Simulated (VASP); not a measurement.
Set up this calculation in VASP 6.6.1, as the native input.

- Task: single point
- Functional: r2SCAN
- Potentials or basis: VASP PAW PBE potentials, release 64 (Tl_d, Ge_d)
- Cutoff: 520 eV
- k mesh: 10 × 10 × 8
- Occupations: fermi-dirac, width 0.03 eV
- Spin: no spin polarisation
- Dipole correction: no
- Further INCAR settings: ALGO = Normal; EDIFF = 1e-06; NBANDS = 28

TlGe2 (AlB2 type):

```
Tl Ge
1.0
     4.31329    0.00000    0.00000
    -2.15664    3.73542    0.00000
     0.00000    0.00000    4.90518
Tl Ge
1 2
Cartesian
  0.0000 0.0000 0.0000
  0.0000 2.4903 2.4526
  2.1566 1.2451 2.4526
```

One way to write it, as run:

POSCAR

```
TlGe2
1.0
    4.3132898572      0.0000000000      0.0000000000
   -2.1566449286      3.7354185902      0.0000000000
    0.0000000000      0.0000000000      4.9051783233
Tl Ge
1 2
Direct
    0.0000000000      0.0000000000      0.0000000000
    0.3333333333      0.6666666667      0.5000000000
    0.6666666667      0.3333333333      0.5000000000
```

INCAR.step1

```
SYSTEM = TlGe2
  PREC = Accurate
  ENCUT = 520
  ISMEAR = -1
  SIGMA = 0.03
  LREAL = .False.
  LASPH = .True.
  NELM = 100
  NBANDS = 28
  GGA = PE
  ALGO = Normal
  EDIFF = 1E-4
  LWAVE = .True.
  LCHARG = .False.
```

INCAR.step2

```
SYSTEM = TlGe2
  PREC = Accurate
  ENCUT = 520
  EDIFF = 1E-6
  ISMEAR = -1
  SIGMA = 0.03
  LREAL = .False.
  LASPH = .True.
  NELM = 100
  ALGO = Normal
  ISIF = 2
  LWAVE = .False.
  LCHARG = .True.
  METAGGA = R2SCAN
  LMIXTAU = .True.
  LELF = .True.
  LVHAR = .True.
  NBANDS = 28
  ISTART = 1
```

KPOINTS

```
Automatic mesh
0
Gamma
  10 10 8
  0 0 0
```

Potentials or basis: VASP PAW PBE potentials, release 64 (Tl_d, Ge_d).

The run is started by

```bash
$ cat potpaw_PBE.64/Tl_d/POTCAR potpaw_PBE.64/Ge_d/POTCAR > POTCAR
$ cp INCAR.step1 INCAR
$ mpirun -np 1 vasp_std > vasp.out
$ cp INCAR.step2 INCAR
$ mpirun -np 1 vasp_std > vasp.out
```

It gave:

```yaml
Pressure: 0.0 GPa
Band_gap_on_the_k_mesh: zero (an odd number of electrons rules out a gap without spin polarisation)
```

Caveat: the PAW data sets were made with another functional, which shifts forces and pressure a little; spin-orbit coupling is left out, which moves the levels of the heavy elements.

Run time: 5.6 min on 1 thread of AMD EPYC 7R13 Processor (Zen 3), with other jobs on the host, peak memory 0.26 GiB.
